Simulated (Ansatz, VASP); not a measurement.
**Two plane-wave programs on Au**

```xyz
1
Lattice="0.0000 2.0400 2.0400 2.0400 0.0000 2.0400 2.0400 2.0400 0.0000" Properties=species:S:1:pos:R:3 pbc="T T T"
Au    0.0000    0.0000    0.0000
```

Alike in both runs: task single point; functional PBEsol; dispersion D4; k mesh 8 × 8 × 8; occupations gaussian, width 0.1 eV; no spin polarisation.

|  | VASP | Ansatz |
| --- | --- | --- |
| version | VASP 6.6.1 | Ansatz 0.2.0 |
| potentials or method | VASP PAW PBE potentials, release 64 (Au), cutoff 500 eV | scalar-relativistic, plane waves, PAW |
| valence electrons in the cell | 11 | 19 |

Ansatz gave:

```
gap on the k mesh at the Fermi level (eV) : none
pressure (GPa)                            : -2.1
```

Task: Which values does VASP return?

Result: gap on the k mesh at the Fermi level (eV): none; pressure (GPa): -2.4.

VASP's potentials were made for PBE, not for PBEsol, and Ansatz warns of the same on its side. A gap of «none» marks a metal or a gap that the smearing closes. VASP's potentials hold 11 valence electrons a cell and Ansatz's 19, so a difference there can come from the potentials and not from the codes.

Neither program's run includes spin-orbit coupling.
